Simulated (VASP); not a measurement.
Here is a VASP 6.6.1 calculation.

The input INCAR:

```
SYSTEM = Cs
PREC = Accurate
ENCUT = 600
EDIFF = 1E-6
ISMEAR = -1
SIGMA = 0.1
LREAL = .False.
LASPH = .True.
NELM = 60
ALGO = Normal
ISIF = 3
LWAVE = .False.
LCHARG = .False.
GGA = RP
IBRION = 2
NSW = 80
EDIFFG = -0.01
```

Contents of KPOINTS:

```
Automatic mesh
0
Gamma
  3 3 3
  0 0 0
```

POSCAR

```
Cs
1.0
    9.5958393591      0.0000000000      0.0000000000
    0.0000000000      9.5958393591      0.0000000000
    0.0000000000      0.0000000000      9.5958393591
Cs
8
Direct
    0.0000000000      0.0000000000      0.0000000000
    0.5000000000      0.5000000000      0.5000000000
    0.2500000000      0.0000000000      0.5000000000
    0.7500000000      0.0000000000      0.5000000000
    0.5000000000      0.2500000000      0.0000000000
    0.5000000000      0.7500000000      0.0000000000
    0.0000000000      0.5000000000      0.2500000000
    0.0000000000      0.5000000000      0.7500000000
```

Potentials or basis: VASP PAW PBE potentials, release 64 (Cs_sv).

Run with:

```sh
$ cat potpaw_PBE.64/Cs_sv/POTCAR > POTCAR
$ mpirun -np 1 vasp_std > vasp.out
```

What does it give for the space group after relaxing (to 0.1 Å)?

Pm-3n (No. 223).

Predict the band gap on the k mesh.

zero (bands 36 and 37 overlap by 0.03 eV).

Final structure:
```xyz
8
Lattice="10.1940 0.0000 0.0000 0.0000 10.1940 0.0000 0.0000 0.0000 10.1940" Properties=species:S:1:pos:R:3 pbc="T T T"
Cs   10.1940   10.1940   10.1940
Cs    5.0970    5.0970    5.0970
Cs    2.5485   10.1940    5.0970
Cs    7.6455    0.0000    5.0970
Cs    5.0970    2.5485   10.1940
Cs    5.0970    7.6455    0.0000
Cs   10.1940    5.0970    2.5485
Cs    0.0000    5.0970    7.6455
```

Caveat: spin-orbit coupling is left out, which moves the levels of the heavy elements.
